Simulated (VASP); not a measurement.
Wanted: the native input for a VASP 6.6.1 run.

```yaml
Task: single point
Functional: PBE
Dispersion: D3(BJ)
Potentials_or_basis: VASP PAW PBE potentials, release 64 (Sn_d, O)
Cutoff: 520 eV
k_mesh: 7 × 7 × 1
Occupations: gaussian, width 0.05 eV
Spin: no spin polarisation
Dipole_correction: yes
Further_INCAR_settings: ALGO = Normal; EDIFF = 1e-06; NBANDS = 50
```

The structure of SnO lies in POSCAR:

```
SnO
1.0
    3.8201527101      0.0002954416      0.0000000000
   -0.0003145269      3.8201527086      0.0000000000
    0.0000000000      0.0000000000     22.2260751773
Sn O
4 4
Direct
    0.9999452874      0.9999452874      0.2024648960
    0.4999452874      0.4999452874      0.3087831537
    0.7499452874      0.9999452874      0.5067488299
    1.2499452874      1.4999452874      0.6130670876
    0.9999461031      0.4999461031      0.2556240249
    0.4999461031      0.9999461031      0.2556240249
    0.7499444717      1.4999444717      0.5599079587
    1.2499444717      0.9999444717      0.5599079587
```

These files were run (other wordings do the same):

INCAR

```
SYSTEM = SnO
  PREC = Accurate
  ENCUT = 520
  EDIFF = 1E-6
  ISMEAR = 0
  SIGMA = 0.05
  LREAL = .False.
  LASPH = .True.
  NELM = 80
  ALGO = Normal
  ISIF = 2
  LWAVE = .False.
  LCHARG = .False.
  LDIPOL = .True.
  IDIPOL = 3
  DIPOL = 0.5 0.5 0.408
  GGA = PE
  IVDW = 12
  NBANDS = 50
```

KPOINTS

```
regular mesh
0
Gamma
  7 7 1
  0 0 0
```

Potentials or basis: VASP PAW PBE potentials, release 64 (Sn_d, O).

Launch:

```console
$ cat potpaw_PBE.64/Sn_d/POTCAR potpaw_PBE.64/O/POTCAR > POTCAR
$ mpirun -np 1 vasp_std > vasp.out
```

It gave:

```yaml
Largest_force: 0.164 eV/Å
Band_gap_on_the_k_mesh: 2.60 eV, indirect (least direct gap 2.62 eV)
Dispersion_energy_per_atom: -0.153 eV
```

Caveat: spin-orbit coupling is left out, which moves the levels of the heavy elements.

Wall time 3.8 min on 1 thread of Intel(R) Xeon(R) 6975P-C (Granite Rapids), with other jobs on the host, peak memory 0.43 GiB.
